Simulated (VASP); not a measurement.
Input of a VASP 6.6.1 run:

Contents of INCAR:

```
ALGO     = Normal         # electronic algorithm
EDIFF    = 1E-6           # SCF threshold, eV
ENCUT    = 520            # plane-wave cutoff, eV
GGA      = CA             # functional
ISIF     = 2              # what is computed and relaxed
ISMEAR   = 0              # smearing method
LASPH    = T              # aspherical terms in the spheres
LCHARG   = F              # write CHGCAR
LREAL    = F              # projectors in reciprocal space
LWAVE    = F              # write WAVECAR
NBANDS   = 25             # bands
NELM     = 60             # most SCF steps
PREC     = Accurate       # precision mode
SIGMA    = 0.05           # smearing width, eV
```

File KPOINTS:

```
k-points
0
Gamma
  6 6 10
```

POSCAR

```
SiO2
1.0
    4.3188001594      0.0000000000      0.0000000000
    0.0000000000      4.3188001594      0.0000000000
    0.0000000000      0.0000000000      2.3058074051
Si O
2 4
Direct
    0.5000000000      0.5000000000      0.5000000000
    0.0000000000      0.0000000000      0.0000000000
    0.6944252994      0.6944252994      0.0000000000
    0.1944252994      0.8055747006      0.5000000000
    0.3055747006      0.3055747006      0.0000000000
    0.8055747006      0.1944252994      0.5000000000
```

Potentials or basis: VASP PAW LDA potentials, release 64 (Si, O).

The run is started by

```sh
$ cat potpaw_LDA.64/Si/POTCAR potpaw_LDA.64/O/POTCAR > POTCAR
$ mpirun -np 1 vasp_std > vasp.out
```

**Question.** What does it give for the largest force?

**Answer.** 0.109 eV/Å.

**Question.** What does it give for the band gap on the k mesh?

**Answer.** 6.71 eV, direct.

**Question.** Estimate the pressure.

**Answer.** 45.4 GPa.

Forces in eV/Å, atoms in the order of the input:
```
Si   0.000  0.000  0.000
Si   0.000  0.000  0.000
O   -0.077 -0.077  0.000
O   -0.077  0.077  0.000
O    0.077  0.077  0.000
O    0.077 -0.077  0.000
```

 A k mesh can miss the band edges.
